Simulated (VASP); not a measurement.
Input of a VASP 6.6.1 run:

The input INCAR:

```
PREC     = Accurate       # precision mode
ENCUT    = 520            # plane-wave cutoff, eV
EDIFF    = 1E-8           # SCF threshold, eV
ISMEAR   = -1             # smearing method
SIGMA    = 0.03           # smearing width, eV
LREAL    = F              # projectors in reciprocal space
LASPH    = T              # aspherical terms in the spheres
NELM     = 80             # most SCF steps
ALGO     = Normal         # electronic algorithm
ISIF     = 2              # what is computed and relaxed
LWAVE    = F              # write WAVECAR
LCHARG   = F              # write CHGCAR
GGA      = PE             # functional
LEFG     = T            
NBANDS   = 32             # bands
```

KPOINTS

```
Automatic mesh
0
Gamma
  6 6 6
```

The input POSCAR:

```
Bi2Se3
1.0
    2.0093543179      1.1601012563      9.5453300000
   -2.0093543179      1.1601012563      9.5453300000
    0.0000000000     -2.3202025127      9.5453300000
Bi Se
2 3
Direct
    0.4008000000      0.4008000000      0.4008000000
    0.5992000000      0.5992000000      0.5992000000
    0.0000000000      0.0000000000      0.0000000000
    0.2117000000      0.2117000000      0.2117000000
    0.7883000000      0.7883000000      0.7883000000
```

Potentials or basis: VASP PAW PBE potentials, release 64 (Bi_d, Se).

Run with:

```sh
$ cat potpaw_PBE.64/Bi_d/POTCAR potpaw_PBE.64/Se/POTCAR > POTCAR
$ mpirun -np 1 vasp_std > vasp.out
```

Q: What does it give for the largest force?

A: 0.654 eV/Å.

Q: What does it give for the band gap on the k mesh?

A: 0.27 eV.

Forces in eV/Å, atoms in the order of the input:
```
Bi   0.000  0.000 -0.439
Bi   0.000  0.000  0.439
Se   0.000  0.000  0.000
Se   0.000  0.000 -0.654
Se   0.000  0.000  0.654
```

Caveat: the cell differs from its parent crystal (equal xx and yy strain of -3 %); without QUAD_EFG the Cq values of the log hold for a quadrupole moment of 1 mb, not for the nuclei; spin-orbit coupling is left out, which moves the levels of the heavy elements. A k mesh can miss the band edges.
